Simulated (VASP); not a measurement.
A run of VASP 6.6.1 is set up as follows.

Contents of POSCAR:

```
TlZnBr3
1.0
    5.1478994688      0.0000000000      0.0000000000
    0.0000000000      5.1478994688      0.0000000000
    0.0000000000      0.0000000000      5.1478994688
Tl Zn Br
1 1 3
Direct
    0.0000000000      0.0000000000      0.0000000000
    0.5000000000      0.5000000000      0.5000000000
    0.5000000000      0.5000000000      0.0000000000
    0.5000000000      0.0000000000      0.5000000000
    0.0000000000      0.5000000000      0.5000000000
```

File INCAR.step1:

```
SYSTEM = TlZnBr3
PREC = Accurate
ENCUT = 520
ISMEAR = 0
SIGMA = 0.01
LREAL = .False.
LASPH = .True.
NELM = 60
NBANDS = 31
GGA = PE
ALGO = Normal
EDIFF = 1E-4
LWAVE = .True.
LCHARG = .False.
```

Contents of INCAR.step2:

```
SYSTEM = TlZnBr3
PREC = Accurate
ENCUT = 520
EDIFF = 1E-7
ISMEAR = 0
SIGMA = 0.01
LREAL = .False.
LASPH = .True.
NELM = 60
ALGO = Normal
ISIF = 2
LWAVE = .False.
LCHARG = .False.
METAGGA = R2SCAN
LMIXTAU = .True.
NBANDS = 31
ISTART = 1
```

Contents of KPOINTS:

```
regular mesh
0
Gamma
  4 4 4
  0 0 0
```

Potentials or basis: VASP PAW PBE potentials, release 64 (Tl_d, Zn, Br).

The run is started by

```bash
$ cat potpaw_PBE.64/Tl_d/POTCAR potpaw_PBE.64/Zn/POTCAR potpaw_PBE.64/Br/POTCAR > POTCAR
$ cp INCAR.step1 INCAR
$ mpirun -np 1 vasp_std > vasp.out
$ cp INCAR.step2 INCAR
$ mpirun -np 1 vasp_std > vasp.out
```

Predict the pressure.

1.2 GPa.

What does it give for the band gap on the k mesh?

0.95 eV, indirect (least direct gap 1.70 eV).

Caveat: the PAW data sets were made with another functional, which shifts forces and pressure a little; spin-orbit coupling is left out, which moves the levels of the heavy elements. A k mesh can miss the band edges.
